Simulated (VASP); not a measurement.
Runs of VASP 6.6.1 on CoO. The structure is that of space group Fm-3m (No. 225), or close to it. The cells are those of the table. 

```tsv
potentials or basis	cell	k mesh	cutoff (eV)	second run	gap on the mesh (eV)	pressure (GPa)	moment (μB)
VASP PAW PBE potentials, release 64 (Co, O)	a = 3.014 Å, angles 60.0°, 2 atoms	10 × 10 × 10	520	-	none	-2.4	3.00
VASP PAW PBE potentials, release 64 (Co_sv, O)	a = 3.068 Å, angles 60.0°, 2 atoms	10 × 10 × 10	600	valence_matched	none	(c)	3.00
VASP PAW PBE potentials, release 64 (Co_sv, O)	a = 3.059 Å, angles 60.0°, 2 atoms	10 × 10 × 10	600	valence_matched	none	(b)	3.00
VASP PAW PBE potentials, release 64 (Co, O)	a = 3.014 Å, angles 60.0°, 2 atoms	6 × 6 × 6	520	-	none	(a)	3.00
VASP PAW PBE potentials, release 64 (Co_sv, O)	a = 3.014 Å, angles 60.0°, 2 atoms	6 × 6 × 6	600	valence_matched	none	-2.9	3.00
VASP PAW PBE potentials, release 64 (Co, O)	a = 3.059 Å, angles 60.0°, 2 atoms	10 × 10 × 10	520	-	none	-9.0	3.00
VASP PAW PBE potentials, release 64 (Co_sv, O)	a = 3.014 Å, angles 60.0°, 2 atoms	10 × 10 × 10	600	valence_matched	none	-2.6	3.00
VASP PAW PBE potentials, release 64 (Co, O)	a = 3.068 Å, angles 60.0°, 2 atoms	10 × 10 × 10	520	-	none	-10.3	3.00
```

Alike in all rows: task single point; level PBE+U; spin collinear, ferromagnetic start; Co d U = 3.3 eV; smearing gaussian 0.05 eV.

Q: Fill in the values left out.

A: (a) -2.2; (b) -10.2; (c) -11.3.

Caveats: some runs use coarse meshes; a cell with one magnetic atom can't hold antiferromagnetic order, which such compounds often take.

A gap of «none» marks levels without a gap at the run's occupations.

The runs don't all hold the same shells in valence.
